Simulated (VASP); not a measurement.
A run of VASP 6.6.1:

The input INCAR:

```
  PREC = Accurate
  ENCUT = 600
  EDIFF = 1E-6
  ISMEAR = 0
  SIGMA = 0.1
  LREAL = F
  LASPH = T
  NELM = 100
  ALGO = Normal
  ISIF = 3
  LWAVE = F
  LCHARG = F
  GGA = PE
  IBRION = 2
  NSW = 100
  EDIFFG = -0.01
```

KPOINTS

```
Automatic mesh
0
Gamma
  16 16 16
```

The input POSCAR:

```
HfF2
1.0
   -2.0093292252      2.0093292252      2.3903304846
    2.0093292252     -2.0093292252      2.3903304846
    2.0093292252      2.0093292252     -2.3903304846
Hf F
1 2
Direct
    0.0000000000      0.0000000000      0.0000000000
    0.7500000000      0.2500000000      0.5000000000
    0.2500000000      0.7500000000      0.5000000000
```

Potentials or basis: VASP PAW PBE potentials, release 64 (Hf_pv, F).

The run is started by

```console
$ cat potpaw_PBE.64/Hf_pv/POTCAR potpaw_PBE.64/F/POTCAR > POTCAR
$ mpirun -np 1 vasp_std > vasp.out
```

Hardware: 1 thread of Intel(R) Xeon(R) 6975P-C (Granite Rapids), with other jobs on the host.

Q: How long does it take, and how much memory?

A: It took 5.7 min on 1 thread of Intel(R) Xeon(R) 6975P-C (Granite Rapids), with other jobs on the host, peak memory 0.38 GiB. Counts: scf iterations 42, k points 349, ion steps 6.
